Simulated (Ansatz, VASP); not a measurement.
**Os in VASP and in Ansatz**

File INCAR:

```
PREC = Accurate
ENCUT = 600
EDIFF = 1E-6
ISMEAR = -1
SIGMA = 0.05
LREAL = False
LASPH = True
NELM = 120
ALGO = Normal
ISIF = 2
LWAVE = False
LCHARG = False
GGA = PS
NBANDS = 10
GGA_COMPAT = False
```

Contents of KPOINTS:

```
regular mesh
0
Gamma
  14 14 14
```

Contents of POSCAR:

```
Os
1.0
    0.0000000000      1.9319459154      1.9319459154
    1.9319459154      0.0000000000      1.9319459154
    1.9319459154      1.9319459154      0.0000000000
Os
1
Direct
    0.0000000000      0.0000000000      0.0000000000
```

Input for Ansatz:

```yaml
crystal:
  lattice:
    - [0.0, 1.9319459154, 1.9319459154]
    - [1.9319459154, 0.0, 1.9319459154]
    - [1.9319459154, 1.9319459154, 0.0]
  atoms:
    - { symbol: Os, position: [0.0, 0.0, 0.0] }
kpoints:
  mp_grid: { grid: [14, 14, 14] }
scf:
  occupations: { method: fermi_dirac, width: 0.05 }
hamiltonian:
  xc: pbesol
  pseudopotentials: { kind: all_electron, lapw: { basis_error: 0.0005 } }
output:
  forces: true
  stress: true
  eigenvalues: true
```

Change from the starting cell: volume scaled by 0.98.

Alike in both runs: task single point; functional PBEsol; k mesh 14 × 14 × 14; occupations fermi-dirac, width 0.05 eV; no spin polarisation.

```csv
,VASP,Ansatz
version,VASP 6.6.1,Ansatz 0.2.0
potentials or method,"VASP PAW PBE potentials, release 64 (Os), cutoff 600 eV","all-electron LAPW, scalar-relativistic"
```

VASP gave:

| Item | Value |
| --- | --- |
| pressure (GPa) | -12.7 |

**Question.** Estimate Ansatz's values.

**Answer.** Pressure (GPa): -13.0.

VASP's potentials were made for PBE, not for PBEsol. Ansatz ran all-electron here, and VASP with PAW potentials.

Spin-orbit coupling is off throughout.
